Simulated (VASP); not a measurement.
# SnO (P4/nmm) in VASP: settings compared

SnO is run at these levels: HSE06, PBE; tasks: single point.

Everything below comes from runs of VASP 6.6.1. Logs are shortened: lines on timing, memory, paths and dates and some standing lists are left out, and cuts for length are marked.

**1. The cell of the first run**

Symmetry: P4/nmm, No. 129, tetragonal system. Conventional cell: a = 3.717 Å, b = 3.717 Å, c = 4.663 Å, α = 90.00°, β = 90.00°, γ = 90.00°. Sn (site symmetry 4mm) has 4 O at 2.19 Å within 2.9 Å. O (site symmetry -4m2) has 4 Sn at 2.19 Å and 4 O at 2.63 Å within 2.9 Å.

**2. Single point, HSE06 (strain -2.0%)**

Input file POSCAR:

```
SnO
1.0
    3.7167363005      0.0000000000      0.0000000000
    0.0000000000      3.7167363005      0.0000000000
    0.0000000000      0.0000000000      4.6632194833
Sn O
2 2
Direct
    0.0000000000      0.5000000000      0.2499927961
    0.5000000000      0.0000000000      0.7500072039
    0.5000000000      0.5000000000      0.0000000000
    0.0000000000      0.0000000000      0.0000000000
```

Input file INCAR.step1:

```
PREC = Accurate
ENCUT = 520
EDIFF = 1E-5
ISMEAR = -1
SIGMA = 0.02
LREAL = False
LASPH = True
NELM = 120
ALGO = Normal
ISIF = 2
LWAVE = True
LCHARG = False
GGA = PE
NBANDS = 28
GGA_COMPAT = False
KPAR = 4
```

Input file INCAR.step2:

```
PREC = Accurate
ENCUT = 520
EDIFF = 1E-6
ISMEAR = -1
SIGMA = 0.02
LREAL = False
LASPH = True
NELM = 120
ALGO = Normal
ISIF = 2
LWAVE = False
LCHARG = False
GGA = PE
LHFCALC = True
HFSCREEN = 0.2079
PRECFOCK = Normal
ISTART = 1
NBANDS = 28
GGA_COMPAT = False
KPAR = 4
```

Input file KPOINTS:

```
regular mesh
0
Gamma
  4 4 4
```

Potentials or basis: VASP PAW PBE potentials, release 64 (Sn_d, O).

The run is started by

```
> cat potpaw_PBE.64/Sn_d/POTCAR potpaw_PBE.64/O/POTCAR > POTCAR
> cp INCAR.step1 INCAR
> mpirun -np 4 vasp_std > vasp.out
> cp INCAR.step2 INCAR
> mpirun -np 4 vasp_std > vasp.out
```

OUTCAR:

```text
PREC = Accurate
   ENCUT = 520
   EDIFF = 1E-6
   ISMEAR = -1
   LREAL = False
   LASPH = True
   NELM = 120
   ISIF = 2
   GGA = PE
   LHFCALC = True
   HFSCREEN = 0.2079
   PRECFOCK = Normal
   ISTART = 1

 ion  position               nearest neighbor table
   1  0.000  0.500  0.250-   3 2.19   4 2.19   4 2.19   3 2.19   2 3.51   2 3.51   2 3.51   2 3.51
                             2 3.51   2 3.51   2 3.51   2 3.51
   2  0.500  0.000  0.750-   3 2.19   4 2.19   3 2.19   4 2.19   1 3.51   1 3.51   1 3.51   1 3.51
                             1 3.51   1 3.51   1 3.51   1 3.51
   3  0.500  0.500  0.000-   1 2.19   2 2.19   2 2.19   1 2.19
   4  0.000  0.000  0.000-   1 2.19   2 2.19   1 2.19   2 2.19

  LATTYP: Found a simple tetragonal cell.
 ALAT       =     3.7167363005
 C/A-ratio  =     1.2546543812

  Lattice vectors:

 A1 = (   3.7167363005,   0.0000000000,   0.0000000000)
 A2 = (   0.0000000000,   3.7167363005,   0.0000000000)
 A3 = (   0.0000000000,   0.0000000000,   4.6632194833)

Analysis of symmetry for initial positions (statically):
=====================================================================
 Subroutine PRICEL returns:
 Original cell was already a primitive cell.

 Routine SETGRP: Setting up the symmetry group for a
 simple tetragonal supercell.

 Subroutine GETGRP returns: Found 16 space group operations
 (whereof  8 operations were pure point group operations)
 out of a pool of 16 trial point group operations.

The static configuration has the point symmetry D_2d.
 The point group associated with its full space group is D_4h.

Analysis of symmetry for dynamics (positions and initial velocities):
=====================================================================
 Subroutine PRICEL returns:
 Original cell was already a primitive cell.

 Routine SETGRP: Setting up the symmetry group for a
 simple tetragonal supercell.

 Subroutine GETGRP returns: Found 16 space group operations
 (whereof  8 operations were pure point group operations)
 out of a pool of 16 trial point group operations.

The dynamic configuration has the point symmetry D_2d.
 The point group associated with its full space group is D_4h.

 Subroutine INISYM returns: Found 16 space group operations
 (whereof  8 operations are pure point group operations),
 and found     1 'primitive' translations

----------------------------------------------------------------------------------------

                                     Primitive cell

  volume of cell :      64.4183

  direct lattice vectors                    reciprocal lattice vectors
     3.716736301  0.000000000  0.000000000     0.269053255  0.000000000  0.000000000
     0.000000000  3.716736301  0.000000000     0.000000000  0.269053255  0.000000000
     0.000000000  0.000000000  4.663219483     0.000000000  0.000000000  0.214444120

  length of vectors
     3.716736301  3.716736301  4.663219483     0.269053255  0.269053255  0.214444120

  position of ions in fractional coordinates (direct lattice)
     0.000000000  0.500000000  0.249992796
     0.500000000  0.000000000  0.750007204
     0.500000000  0.500000000  0.000000000
     0.000000000  0.000000000  0.000000000

  ion indices of the primitive-cell ions
   primitive index   ion index
                 1           1
                 2           2
                 3           3
                 4           4

----------------------------------------------------------------------------------------

 KPOINTS: regular mesh

Automatic generation of k-mesh.
 Grid dimensions read from file:
 generate k-points for:    4    4    4

 Generating k-lattice:

  Cartesian coordinates                     Fractional coordinates (reciprocal lattice)
     0.067263314  0.000000000  0.000000000     0.250000000  0.000000000  0.000000000
     0.000000000  0.067263314  0.000000000     0.000000000  0.250000000  0.000000000
     0.000000000  0.000000000  0.053611030     0.000000000  0.000000000  0.250000000

  Length of vectors
     0.067263314  0.067263314  0.053611030

  Shift w.r.t. Gamma in fractional coordinates (k-lattice)
     0.000000000  0.000000000  0.000000000

 Subroutine IBZKPT returns following result:
 ===========================================

 Found     18 irreducible k-points:

 Following reciprocal coordinates:
            Coordinates               Weight
  0.000000  0.000000  0.000000      1.000000
  0.250000  0.000000  0.000000      4.000000
  0.500000  0.000000  0.000000      2.000000
  0.250000  0.250000  0.000000      4.000000
  0.500000  0.250000  0.000000      4.000000
  0.500000  0.500000  0.000000      1.000000
[... 10 lines left out ...]
  0.500000  0.250000  0.500000      4.000000
  0.500000  0.500000  0.500000      1.000000
   k-points           NKPTS =     18   k-points in BZ     NKDIM =     64   number of bands    NBANDS=     28
   number of dos      NEDOS =    301   number of ions     NIONS =      4
   total plane-waves  NPLWV =  28224
   dimension x,y,z NGX =    28 NGY =   28 NGZ =   36
   dimension x,y,z NGXF=    56 NGYF=   56 NGZF=   72
   ions per type =               2   2
   NGX,Y,Z   is equivalent  to a cutoff of  12.52, 12.52, 12.83 a.u.
   NGXF,Y,Z  is equivalent  to a cutoff of  25.05, 25.05, 25.67 a.u.
 SYSTEM =  unknown system
   PREC   = accura    normal or accurate (medium, high low for compatibility)
   ISTART =      1    job   : 0-new  1-cont  2-samecut
   ICHARG =      0    charge: 1-file 2-atom 10-const
   ISPIN  =      1    spin polarized calculation?
   LNONCOLLINEAR =      F non collinear calculations
   LSORBIT =      F    spin-orbit coupling
   LASPH  =      T    aspherical Exc in radial PAW
   ENCUT  =  520.0 eV  38.22 Ry    6.18 a.u.   6.91  6.91  8.67*2*pi/ulx,y,z
   NELM   =    120;   NELMIN=  2; NELMDL=  0     # of ELM steps
   EDIFF  = 0.1E-05   stopping-criterion for ELM
   LREAL  =      F    real-space projection
   EDIFFG = 0.1E-04   stopping-criterion for IOM
   NSW    =      0    number of steps for IOM
   IBRION =     -1    ionic relax: 0-MD 1-quasi-New 2-CG
   NFREE  =      0    steps in history (QN), initial steepest desc. (CG)
   ISIF   =      2    stress and relaxation
   ISYM   =      3    0-nonsym 1-usesym 2-fastsym
   POTIM  = 0.5000    time-step for ionic-motion
   TEBEG  =    0.0;   TEEND  =   0.0 temperature during run
   PSTRESS=    0.0 pullay stress
   NELECT =      40.0000    total number of electrons
   NUPDOWN=      -1.0000    fix difference up-down
   EMIN   =  10.00;   EMAX   =-10.00  energy-range for DOS
   EFERMI =   0.00;   METHOD = LEGACY
   ISMEAR =    -1;   SIGMA  =   0.02  broadening in eV -4-tet -1-fermi 0-gaus
   EFERMI_NEDOS =   21; number of points for ismear=-14 and -15
   IALGO  =     38    algorithm
   IMIX   =      1    mixing-type and parameters
     AMIX     =   0.40;   BMIX     =  1.00
     AMIX_MAG =   1.60;   BMIX_MAG =  1.00
  volume/ion in A,a.u.               =      16.10       108.68
  Fermi-wavevector in a.u.,A,eV,Ry     =   1.396663  2.639311 26.540453  1.950668
  Thomas-Fermi vector in A             =   2.519995
   LORBIT       =      0    0 simple, 1 ext, 2 COOP (PROOUT), +10 PAW based schemes
   GGA     = PE    functional components
   LHFCALC =     T    Hartree Fock is set to
   PRECFOCK=normal    Normal, Fast or Accurate (Low or Medium for compatibility)
   ENCUT4O =  -1.0   cutoff for four orbital integrals eV
   NKREDX  =     1    reduce k-point grid by
   NKREDY  =     1    reduce k-point grid by
   NKREDZ  =     1    reduce k-point grid by
   AEXX    =    0.2500 exact exchange contribution
   HFSCREEN=    0.2079 screening length (either q_TF or 0.3 A-1)
   HFSCREENC=   0.2079 screening length for correlation (either q_TF or 0.3 A-1)
   ENCUTFOCK=  -1.0 apply spherical cutoff to Coloumb kernel
   IVDW    =     0    specifies the selected vdW correction
   LEPSILON=     F    determine dielectric tensor
   LRPA    =     F    only Hartree local field effects (RPA)
 non-spin polarized calculation
  energy-cutoff  :      520.00
  volume of cell :       64.42
 maximum number of plane-waves:      1752
 NGX is ok and might be reduce to    28
  NGX = 24; NGY = 24; NGZ = 28

 number of electron      39.9999997 magnetization

 Free energy of the ion-electron system (eV)
  ---------------------------------------------------
  ext. energy  EPLUGINS =         0.00000000
  ---------------------------------------------------
  free energy    TOTEN  =       -27.91806568 eV

  energy without entropy =      -27.91719921  energy(sigma->0) =      -27.91763245

 E-fermi :   7.9728     XC(G=0):  -8.8469

 val. band max:        7.9727922897   @ k =   0.5000   0.5000   0.0000
 cond. band min:       7.9727934619   @ k =   0.5000   0.5000   0.0000
 fundamental gap:      0.0000011721
 Fermi energy:         7.9727930211

 k-point     1 :       0.0000    0.0000    0.0000
  band No.  band energies     occupation
      1     -16.5475      2.00000
      2     -15.9516      2.00000
      3     -15.9422      2.00000
      4     -15.9422      2.00000
      5     -15.8694      2.00000
      6     -15.8613      2.00000
[... 20 lines left out ...]
     27      15.4246      0.00000
     28      15.6244      0.00000

 k-point     2 :       0.2500    0.0000    0.0000
  band No.  band energies     occupation
      1     -16.5157      2.00000
      2     -16.1516      2.00000
      3     -15.9329      2.00000
      4     -15.9180      2.00000
      5     -15.9151      2.00000
      6     -15.8717      2.00000
[... 20 lines left out ...]
     27      15.9214      0.00000
     28      19.5436      0.00000

 k-point     3 :       0.5000    0.0000    0.0000
  band No.  band energies     occupation
      1     -16.4128      2.00000
      2     -16.4128      2.00000
      3     -15.9070      2.00000
      4     -15.9070      2.00000
      5     -15.8745      2.00000
      6     -15.8745      2.00000
[... 20 lines left out ...]
     27      17.1509      0.00000
     28      17.1509      0.00000

 k-point     4 :       0.2500    0.2500    0.0000
  band No.  band energies     occupation
      1     -16.5091      2.00000
      2     -16.2972      2.00000
      3     -15.9424      2.00000
      4     -15.9092      2.00000
      5     -15.8799      2.00000
      6     -15.8748      2.00000
[... 20 lines left out ...]
     27      16.5536      0.00000
     28      18.3090      0.00000

 k-point     5 :       0.5000    0.2500    0.0000
  band No.  band energies     occupation
      1     -16.4637      2.00000
      2     -16.4637      2.00000
      3     -15.9022      2.00000
      4     -15.9022      2.00000
      5     -15.8839      2.00000
      6     -15.8839      2.00000
[... 20 lines left out ...]
     27      17.2884      0.00000
     28      17.2884      0.00000

 k-point     6 :       0.5000    0.5000    0.0000
  band No.  band energies     occupation
      1     -16.5169      2.00000
      2     -16.5169      2.00000
      3     -15.9024      2.00000
      4     -15.9024      2.00000
      5     -15.8651      2.00000
      6     -15.8651      2.00000
[... 277 lines left out ...]
      5     -15.8894      2.00000
      6     -15.8894      2.00000
[... 20 lines left out ...]
     27      17.7769      0.00000
     28      17.7769      0.00000

 k-point    16 :       0.2500    0.2500    0.5000
  band No.  band energies     occupation
      1     -16.4971      2.00000
      2     -16.3124      2.00000
      3     -15.9289      2.00000
      4     -15.9200      2.00000
      5     -15.8806      2.00000
      6     -15.8571      2.00000
[... 20 lines left out ...]
     27      19.3996      0.00000
     28      19.7930      0.00000

 k-point    17 :       0.5000    0.2500    0.5000
  band No.  band energies     occupation
      1     -16.4564      2.00000
      2     -16.4564      2.00000
      3     -15.9121      2.00000
      4     -15.9121      2.00000
      5     -15.8763      2.00000
      6     -15.8763      2.00000
[... 20 lines left out ...]
     27      19.6962      0.00000
     28      19.6962      0.00000

 k-point    18 :       0.5000    0.5000    0.5000
  band No.  band energies     occupation
      1     -16.4795      2.00000
      2     -16.4795      2.00000
      3     -15.8833      2.00000
      4     -15.8833      2.00000
      5     -15.8649      2.00000
      6     -15.8649      2.00000
[... 20 lines left out ...]
     27      19.6646      0.00000
     28      19.6646      0.00000

------------------------ aborting loop because EDIFF is reached ----------------------------------------

  FORCE on cell =-STRESS in cart. coord.  units (eV):
  Direction    XX          YY          ZZ          XY          YZ          ZX
  --------------------------------------------------------------------------------------
  -------------------------------------------------------------------------------------
  Total        2.2044925      2.2044925      1.3013329      0.0000000      0.0000000      0.0000000
  in kB       54.8289407     54.8289407     32.3660442      0.0000000      0.0000000      0.0000000
  external PRESSURE =      47.3413085 kB  Pullay stress =       0.0000000 kB

 VOLUME and BASIS-vectors are now :
 -----------------------------------------------------------------------------
  energy-cutoff  :      520.00
  volume of cell :       64.42
      direct lattice vectors                 reciprocal lattice vectors
     3.716736301  0.000000000  0.000000000     0.269053255  0.000000000  0.000000000
     0.000000000  3.716736301  0.000000000     0.000000000  0.269053255  0.000000000
     0.000000000  0.000000000  4.663219483     0.000000000  0.000000000  0.214444120

 POSITION                                       TOTAL-FORCE (eV/Angst)
 -----------------------------------------------------------------------------------
      0.00000      1.85837      1.16577         0.000000     -0.000000      0.034040
      1.85837      0.00000      3.49745         0.000000      0.000000     -0.034040
      1.85837      1.85837      0.00000         0.000000     -0.000000      0.000000
      0.00000      0.00000      0.00000         0.000000      0.000000      0.000000
 -----------------------------------------------------------------------------------
    total drift:                                0.000000      0.000006     -0.000002

  FREE ENERGIE OF THE ION-ELECTRON SYSTEM (eV)
  ---------------------------------------------------
  free  energy   TOTEN  =       -27.9180656806 eV

  energy  without entropy=      -27.9171992143  energy(sigma->0) =      -27.91763245
```

Run time: 14 min. Hardware: 4 MPI ranks of AMD EPYC 7R13 (Zen 3), shared host; peak memory 0.29 GiB.

What came out:

| Quantity | Value |
| --- | --- |
| Free energy | -27.9181 eV |
| Pressure | 4.7 GPa |
| Largest force | 0.034 eV/Å |
| Band gap on the k mesh | zero (bands 20 and 21 overlap by 0.50 eV) |

Forces in eV/Å, atoms in the order of the input:
```
Sn   0.000  0.000  0.034
Sn   0.000  0.000 -0.034
O    0.000  0.000  0.000
O    0.000  0.000  0.000
```

Stress tensor (GPa, compression positive):
```
5.48 0.00 0.00
0.00 5.48 0.00
0.00 0.00 3.24
```

Caveat: the k points lie up to 0.42 Å⁻¹ apart; the cell differs from its parent crystal (strain -2.0%); the PAW data sets were made with another functional, which shifts forces and pressure a little; spin-orbit coupling is left out, which moves the levels of the heavy elements.

(Continued in part 2 of 2.)

The gap in the log of VASP goes by the Fermi energy; the results here count the filled bands.